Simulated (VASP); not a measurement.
Here is a VASP 6.6.1 calculation.

The input INCAR:

```
SYSTEM = Zr2HS4
PREC = Accurate
ENCUT = 400
EDIFF = 1E-6
ISMEAR = 0
SIGMA = 0.05
LREAL = .FALSE.
LASPH = .TRUE.
NELM = 120
ALGO = Normal
ISIF = 2
LWAVE = .FALSE.
LCHARG = .FALSE.
LDIPOL = .TRUE.
IDIPOL = 3
DIPOL = 0.5 0.5 0.281
GGA = PE
IVDW = 12
NBANDS = 62
GGA_COMPAT = .FALSE.
NELMDL = -8
```

Contents of KPOINTS:

```
regular mesh
0
G
  6 6 1
  0 0 0
```

File POSCAR:

```
Zr2HS4
1.0
    7.2976778227      0.0000000000      0.0000000000
   -3.6488389114      6.3199743831      0.0000000000
    0.0000000000      0.0000000000     20.9171506047
S Zr H
8 4 2
Direct
    0.3333333333      0.1666666667      0.1912306354
    0.3333333333      0.6666666667      0.1912306354
    0.8333333333      0.1666666667      0.1912306354
    0.8333333333      0.6666666667      0.1912306354
    0.1666666667      0.3333333333      0.3306927762
    0.1666666667      0.8333333333      0.3306927762
    0.6666666667      0.3333333333      0.3306927762
    0.6666666667      0.8333333333      0.3306927762
    0.0000000000      0.0000000000      0.2609617058
    0.0000000000      0.5000000000      0.2609617058
    0.5000000000      0.0000000000      0.2609617058
    0.5000000000      0.5000000000      0.2609617058
    0.2601922141      0.7398077859      0.3981015752
    0.4064744526      0.5935255474      0.3981015752
```

Potentials or basis: VASP PAW PBE potentials, release 64 (S, Zr_sv, H).

Command:

```bash
$ cat potpaw_PBE.64/S/POTCAR potpaw_PBE.64/Zr_sv/POTCAR potpaw_PBE.64/H/POTCAR > POTCAR
$ mpirun -np 1 vasp_std > vasp.out
```

Problem. Predict the largest force.

Solution. 1.754 eV/Å.

Problem. Estimate the dispersion energy per atom.

Solution. -0.225 eV.

Problem. Estimate the band gap on the k mesh.

Solution. 0.43 eV (least direct gap 0.44 eV).

Forces in eV/Å, atoms in the order of the input:
```
S   -0.077  0.070  0.030
S   -0.038  0.022  0.086
S    0.082 -0.047 -0.113
S   -0.099  0.032  0.030
S   -0.109  0.234  0.198
S    1.004 -0.580  1.269
S   -0.008  0.004  0.145
S   -0.257 -0.023  0.198
Zr  -0.393  0.227 -0.217
Zr   0.181 -0.318 -0.271
Zr   0.365  0.003 -0.271
Zr   0.115 -0.066 -0.374
H    0.750 -0.433 -0.580
H   -1.515  0.875 -0.130
```
